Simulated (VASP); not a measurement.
# IrRu5 (Pmmm) in VASP: single point with PBE

Aim: the single point of IrRu5 with PBE.

Program: VASP 6.6.1. These are calculated values, not measurements. Logs are shortened: lines on timing, memory, paths and dates and some standing lists are left out, and cuts for length are marked.

## 1. The cell of the first run

Symmetry: Pmmm, No. 47, orthorhombic system. The conventional cell has a = 2.699 Å, b = 3.822 Å, c = 8.102 Å, α = 90.00°, β = 90.00°, γ = 90.00°. Within 3.5 Å of Ru (site symmetry mm2) lie 8 Ru at 2.68 to 2.74 Å and 4 Ir at 2.71 Å. Within 3.5 Å of Ru (site symmetry mm2) lie 11 Ru at 2.68 to 2.70 Å and 1 Ir at 2.71 Å. Ru (site symmetry mmm) has 12 Ru at 2.68 to 2.70 Å within 3.5 Å. Within 3.6 Å of Ir (site symmetry mmm) lie 2 Ir at 2.70 Å and 10 Ru at 2.71 Å.

## 2. Single point, PBE

File INCAR:

```
SYSTEM = IrRu5
PREC = Accurate ; ENCUT = 520
EDIFF = 1E-7 ; ISMEAR = 0
SIGMA = 0.1 ; LREAL = .FALSE.
LASPH = .TRUE. ; NELM = 80
ALGO = Fast ; ISIF = 2
LWAVE = .FALSE. ; LCHARG = .TRUE.
GGA = PE ; LELF = .TRUE.
LVHAR = .TRUE. ; NBANDS = 48
```

File KPOINTS:

```
regular mesh
0
G
  14 10 6
  0 0 0
```

File POSCAR:

```
IrRu5
1.0
    2.6985881000      0.0000000000      0.0000000000
    0.0000000000      3.8220052000      0.0000000000
    0.0000000000      0.0000000000      8.1019853000
Ru Ir
5 1
Direct
    0.5000000000      0.5000000000      0.1693150000
    0.0000000000      0.0000000000      0.3348340000
    0.5000000000      0.5000000000      0.5000000000
    0.0000000000      0.0000000000      0.6651660000
    0.5000000000      0.5000000000      0.8306850000
    0.0000000000      0.0000000000      0.0000000000
```

Potentials or basis: VASP PAW PBE potentials, release 64 (Ru_pv, Ir).

Launch:

```console
$ cat potpaw_PBE.64/Ru_pv/POTCAR potpaw_PBE.64/Ir/POTCAR > POTCAR
$ mpirun -np 1 vasp_std > vasp.out
```

OUTCAR:

```text
SYSTEM = IrRu5
   PREC = Accurate
   ENCUT = 520
   EDIFF = 1E-7
   ISMEAR = 0
   LREAL = .FALSE.
   LASPH = .TRUE.
   NELM = 80
   ISIF = 2
   GGA = PE

 ion  position               nearest neighbor table
   1  0.500  0.500  0.169-   3 2.68   2 2.70   2 2.70   2 2.70   2 2.70   6 2.71   6 2.71   6 2.71
                             6 2.71   5 2.74
   2  0.000  0.000  0.335-   4 2.68   3 2.70   3 2.70   3 2.70   3 2.70   1 2.70   1 2.70   1 2.70
                             1 2.70   6 2.71
   3  0.500  0.500  0.500-   1 2.68   5 2.68   4 2.70   2 2.70   2 2.70   4 2.70   2 2.70   4 2.70
                             2 2.70   4 2.70
   4  0.000  0.000  0.665-   2 2.68   3 2.70   3 2.70   3 2.70   3 2.70   5 2.70   5 2.70   5 2.70
                             5 2.70   6 2.71
   5  0.500  0.500  0.831-   3 2.68   4 2.70   4 2.70   4 2.70   4 2.70   6 2.71   6 2.71   6 2.71
                             6 2.71   1 2.74
   6  0.000  0.000  0.000-   1 2.71   5 2.71   1 2.71   5 2.71   1 2.71   5 2.71   1 2.71   5 2.71
                             4 2.71   2 2.71

  LATTYP: Found a simple orthorhombic cell.
 ALAT       =     2.6985881000
 B/A-ratio  =     1.4162981005
 C/A-ratio  =     3.0023052796

  Lattice vectors:

 A1 = (   2.6985881000,   0.0000000000,   0.0000000000)
 A2 = (   0.0000000000,   3.8220052000,   0.0000000000)
 A3 = (   0.0000000000,   0.0000000000,   8.1019853000)

Analysis of symmetry for initial positions (statically):
=====================================================================
 Subroutine PRICEL returns:
 Original cell was already a primitive cell.

 Routine SETGRP: Setting up the symmetry group for a
 simple orthorhombic supercell.

 Subroutine GETGRP returns: Found  8 space group operations
 (whereof  8 operations were pure point group operations)
 out of a pool of  8 trial point group operations.

The static configuration has the point symmetry D_2h.

Analysis of symmetry for dynamics (positions and initial velocities):
=====================================================================
 Subroutine PRICEL returns:
 Original cell was already a primitive cell.

 Routine SETGRP: Setting up the symmetry group for a
 simple orthorhombic supercell.

 Subroutine GETGRP returns: Found  8 space group operations
 (whereof  8 operations were pure point group operations)
 out of a pool of  8 trial point group operations.

The dynamic configuration has the point symmetry D_2h.

 Subroutine INISYM returns: Found  8 space group operations
 (whereof  8 operations are pure point group operations),
 and found     1 'primitive' translations

----------------------------------------------------------------------------------------

                                     Primitive cell

  volume of cell :      83.5640

  direct lattice vectors                    reciprocal lattice vectors
     2.698588100  0.000000000  0.000000000     0.370564148  0.000000000  0.000000000
     0.000000000  3.822005200  0.000000000     0.000000000  0.261642763  0.000000000
     0.000000000  0.000000000  8.101985300     0.000000000  0.000000000  0.123426538

  length of vectors
     2.698588100  3.822005200  8.101985300     0.370564148  0.261642763  0.123426538

  position of ions in fractional coordinates (direct lattice)
     0.500000000  0.500000000  0.169315000
     0.000000000  0.000000000  0.334834000
     0.500000000  0.500000000  0.500000000
     0.000000000  0.000000000  0.665166000
     0.500000000  0.500000000  0.830685000
     0.000000000  0.000000000  0.000000000

  ion indices of the primitive-cell ions
   primitive index   ion index
                 1           1
                 2           2
                 3           3
                 4           4
                 5           5
                 6           6

----------------------------------------------------------------------------------------

 KPOINTS: regular mesh

Automatic generation of k-mesh.
 Grid dimensions read from file:
 generate k-points for:   14   10    6

 Generating k-lattice:

  Cartesian coordinates                     Fractional coordinates (reciprocal lattice)
     0.026468868  0.000000000  0.000000000     0.071428571  0.000000000  0.000000000
     0.000000000  0.026164276  0.000000000     0.000000000  0.100000000  0.000000000
     0.000000000  0.000000000  0.020571090     0.000000000  0.000000000  0.166666667

  Length of vectors
     0.026468868  0.026164276  0.020571090

  Shift w.r.t. Gamma in fractional coordinates (k-lattice)
     0.000000000  0.000000000  0.000000000

 Subroutine IBZKPT returns following result:
 ===========================================

 Found    192 irreducible k-points:

 Following reciprocal coordinates:
            Coordinates               Weight
  0.000000  0.000000  0.000000      1.000000
  0.071429  0.000000  0.000000      2.000000
  0.142857  0.000000  0.000000      2.000000
  0.214286  0.000000  0.000000      2.000000
  0.285714  0.000000  0.000000      2.000000
  0.357143  0.000000  0.000000      2.000000
[... 16 lines left out ...]
  0.428571  0.200000  0.000000      4.000000
  0.500000  0.200000  0.000000      2.000000
 [... further k-points ...]
   k-points           NKPTS =    192   k-points in BZ     NKDIM =    192   number of bands    NBANDS=     48
   number of dos      NEDOS =    301   number of ions     NIONS =      6
   total plane-waves  NPLWV =  33600
   dimension x,y,z NGX =    20 NGY =   28 NGZ =   60
   dimension x,y,z NGXF=    40 NGYF=   56 NGZF=  120
   ions per type =               5   1
   NGX,Y,Z   is equivalent  to a cutoff of  12.32, 12.18, 12.31 a.u.
   NGXF,Y,Z  is equivalent  to a cutoff of  24.64, 24.36, 24.62 a.u.
 SYSTEM =  IrRu5
   PREC   = accura    normal or accurate (medium, high low for compatibility)
   ISTART =      0    job   : 0-new  1-cont  2-samecut
   ICHARG =      2    charge: 1-file 2-atom 10-const
   ISPIN  =      1    spin polarized calculation?
   LNONCOLLINEAR =      F non collinear calculations
   LSORBIT =      F    spin-orbit coupling
   LASPH  =      T    aspherical Exc in radial PAW
   ENCUT  =  520.0 eV  38.22 Ry    6.18 a.u.   5.02  7.11 15.06*2*pi/ulx,y,z
   NELM   =     80;   NELMIN=  2; NELMDL= -5     # of ELM steps
   EDIFF  = 0.1E-06   stopping-criterion for ELM
   LREAL  =      F    real-space projection
   EDIFFG = 0.1E-05   stopping-criterion for IOM
   NSW    =      0    number of steps for IOM
   IBRION =     -1    ionic relax: 0-MD 1-quasi-New 2-CG
   NFREE  =      0    steps in history (QN), initial steepest desc. (CG)
   ISIF   =      2    stress and relaxation
   ISYM   =      2    0-nonsym 1-usesym 2-fastsym
   POTIM  = 0.5000    time-step for ionic-motion
   TEBEG  =    0.0;   TEEND  =   0.0 temperature during run
   PSTRESS=    0.0 pullay stress
   NELECT =      79.0000    total number of electrons
   NUPDOWN=      -1.0000    fix difference up-down
   EMIN   =  10.00;   EMAX   =-10.00  energy-range for DOS
   EFERMI =   0.00;   METHOD = LEGACY
   ISMEAR =     0;   SIGMA  =   0.10  broadening in eV -4-tet -1-fermi 0-gaus
   EFERMI_NEDOS =   21; number of points for ismear=-14 and -15
   IALGO  =     68    algorithm
   IMIX   =      4    mixing-type and parameters
     AMIX     =   0.40;   BMIX     =  1.00
     AMIX_MAG =   1.60;   BMIX_MAG =  1.00
  volume/ion in A,a.u.               =      13.93        93.99
  Fermi-wavevector in a.u.,A,eV,Ry     =   1.606734  3.036288 35.124737  2.581595
  Thomas-Fermi vector in A             =   2.702875
   LORBIT       =      0    0 simple, 1 ext, 2 COOP (PROOUT), +10 PAW based schemes
   GGA     = PE    functional components
   LHFCALC =     F    Hartree Fock is set to
   AEXX    =    0.0000 exact exchange contribution
   IVDW    =     0    specifies the selected vdW correction
   LEPSILON=     F    determine dielectric tensor
   LRPA    =     F    only Hartree local field effects (RPA)
 non-spin polarized calculation
 RMM-DIIS sequential band-by-band and
 Gauss-broadening in eV      SIGMA  =   0.10
  energy-cutoff  :      520.00
  volume of cell :       83.56
 maximum number of plane-waves:      2280
   NGX = 11   NGY = 15   NGZ = 31

 number of electron      79.0000033 magnetization

 Free energy of the ion-electron system (eV)
  ---------------------------------------------------
  ext. energy  EPLUGINS =         0.00000000
  ---------------------------------------------------
  free energy    TOTEN  =       -54.70545824 eV

  energy without entropy =      -54.67669624  energy(sigma->0) =      -54.69107724

 E-fermi :  11.9883     XC(G=0): -13.9832

 val. band max:       11.9846714838   @ k =   0.2143   0.0000   0.1667
 cond. band min:      11.9893667454   @ k =   0.0714   0.2000   0.5000
 fundamental gap:      0.0046952616
 Fermi energy:        11.9882869439

 k-point     1 :       0.0000    0.0000    0.0000
  band No.  band energies     occupation
      1     -31.3384      2.00000
      2     -31.1518      2.00000
      3     -31.1515      2.00000
      4     -31.0950      2.00000
      5     -30.9795      2.00000
      6     -30.9221      2.00000
[... 40 lines left out ...]
     47      14.0798      0.00000
     48      15.1908      0.00000

 k-point     2 :       0.0714    0.0000    0.0000
  band No.  band energies     occupation
      1     -31.3259      2.00000
      2     -31.1507      2.00000
      3     -31.1433      2.00000
      4     -31.0983      2.00000
      5     -30.9846      2.00000
      6     -30.9195      2.00000
[... 40 lines left out ...]
     47      13.3620      0.00000
     48      14.0119      0.00000

 k-point     3 :       0.1429    0.0000    0.0000
  band No.  band energies     occupation
      1     -31.2896      2.00000
      2     -31.1516      2.00000
      3     -31.1184      2.00000
      4     -31.1116      2.00000
      5     -31.0032      2.00000
      6     -30.9120      2.00000
[... 1060 lines left out ...]
     47      15.7249      0.00000
     48      15.9414      0.00000

 k-point    24 :       0.5000    0.2000    0.0000
  band No.  band energies     occupation
      1     -31.2977      2.00000
      2     -31.2961      2.00000
      3     -31.2951      2.00000
      4     -31.2731      2.00000
      5     -31.2232      2.00000
      6     -30.9779      2.00000
[... 40 lines left out ...]
     47      15.5582      0.00000
     48      17.1870      0.00000

 [... further k-points ...]
[... 5 lines left out ...]
  --------------------------------------------------------------------------------------
  -------------------------------------------------------------------------------------
  Total       -0.0109335     -0.0080996      0.0118461     -0.0000000      0.0000000      0.0000000
  in kB       -0.2096286     -0.1552945      0.2271266     -0.0000000      0.0000000      0.0000000
  external PRESSURE =      -0.0459322 kB  Pullay stress =       0.0000000 kB

 VOLUME and BASIS-vectors are now :
 -----------------------------------------------------------------------------
  energy-cutoff  :      520.00
  volume of cell :       83.56
      direct lattice vectors                 reciprocal lattice vectors
     2.698588100  0.000000000  0.000000000     0.370564148  0.000000000  0.000000000
     0.000000000  3.822005200  0.000000000     0.000000000  0.261642763  0.000000000
     0.000000000  0.000000000  8.101985300     0.000000000  0.000000000  0.123426538

 POSITION                                       TOTAL-FORCE (eV/Angst)
 -----------------------------------------------------------------------------------
      1.34929      1.91100      1.37179         0.000000      0.000000      0.016781
      0.00000      0.00000      2.71282         0.000000      0.000000      0.004099
      1.34929      1.91100      4.05099         0.000000      0.000000      0.000000
      0.00000      0.00000      5.38917         0.000000      0.000000     -0.004099
      1.34929      1.91100      6.73020         0.000000      0.000000     -0.016781
      0.00000      0.00000      0.00000         0.000000      0.000000      0.000000
 -----------------------------------------------------------------------------------
    total drift:                                0.000000     -0.000000      0.000000

  FREE ENERGIE OF THE ION-ELECTRON SYSTEM (eV)
  ---------------------------------------------------
  free  energy   TOTEN  =       -54.7054582363 eV

  energy  without entropy=      -54.6766962438  energy(sigma->0) =      -54.69107724
```

It took 7.1 min on 1 thread of Intel Xeon 6975P-C (Granite Rapids), shared host; peak memory 0.63 GiB.

What came out:

```yaml
Free_energy: -54.7055 eV
Pressure: 0.0 GPa
Largest_force: 0.017 eV/Å
Band_gap_on_the_k_mesh: zero (an odd number of electrons rules out a gap without spin polarisation)
```

Forces on the atoms (eV/Å):
```
Ru   0.000  0.000  0.017
Ru   0.000  0.000  0.004
Ru   0.000  0.000  0.000
Ru   0.000  0.000 -0.004
Ru   0.000  0.000 -0.017
Ir   0.000  0.000  0.000
```

Caveat: spin-orbit coupling is left out, which moves the levels of the heavy elements.
